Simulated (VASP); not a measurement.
Co2Sn:

```xyz
6
Lattice="4.2914 0.0000 0.0000 0.0000 4.2914 0.0000 0.0000 0.0000 5.1461" Properties=species:S:1:pos:R:3 pbc="T T T"
Co    0.0000    2.1457    0.0000
Co    2.1457    0.0000    2.5731
Co    0.0000    0.0000    0.0000
Co    0.0000    0.0000    2.5731
Sn    2.1457    2.1457    0.0000
Sn    2.1457    2.1457    2.5731
```

The cell was generated, and may not be a known phase.

- Program: VASP 6.6.1
- Task: relaxation of cell and atoms
- Functional: PBE
- Potentials or basis: VASP PAW PBE potentials, release 64 (Co, Sn_d)
- Cutoff: 600 eV
- k mesh: 4 × 4 × 4
- Occupations: gaussian, width 0.1 eV
- Spin: collinear spin, ferromagnetic start
- Starting moments: [3.0, 3.0, 3.0, 3.0, 0.0, 0.0] μB

At the start: pressure 36.1 GPa; volume 15.80 Å³/atom.

**Question.** Where does the relaxation end?

**Answer.** Over 9 steps the energy falls by 432.1 meV/atom and the volume is 20.45 Å³/atom (+29.4 %); space group P4_2/mmc (No. 131, to 0.1 Å) before and after; moment 6.47 μB per cell.

The path:
| step | energy change (eV) | largest force (eV/Å) | pressure (GPa) | volume (Å³) |
| --- | --- | --- | --- | --- |
| 1 | 0.0000 | 0.0000 | 36.06 | 94.77 |
| 2 | -1.2091 | 0.0000 | -9.39 | 151.69 |
| 3 | -2.5682 | 0.0000 | 0.06 | 121.29 |
| 4 | -2.5694 | 0.0000 | 0.43 | 120.72 |
| 5 | -2.5692 | 0.0000 | 0.81 | 120.16 |
| 6 | -2.5901 | 0.0000 | 0.41 | 121.44 |
| 7 | -2.5924 | 0.0000 | 0.26 | 122.11 |
| 8 | -2.5924 | 0.0000 | 0.27 | 122.05 |
| 9 | -2.5927 | 0.0000 | -0.13 | 122.67 |

Final structure:
```
Co Sn
1.0
     4.73367    0.00000    0.00000
     0.00000    4.73367    0.00000
     0.00000    0.00000    5.47463
Co Sn
4 2
Direct
  0.00000 0.50000 0.00000
  0.50000 0.00000 0.50000
  0.00000 0.00000 0.00000
  0.00000 0.00000 0.50000
  0.50000 0.50000 0.00000
  0.50000 0.50000 0.50000
```

Caveat: the k points lie up to 0.33 Å⁻¹ apart in the final cell; the volume moved by over 15 % at a fixed basis, so the end points are rough.
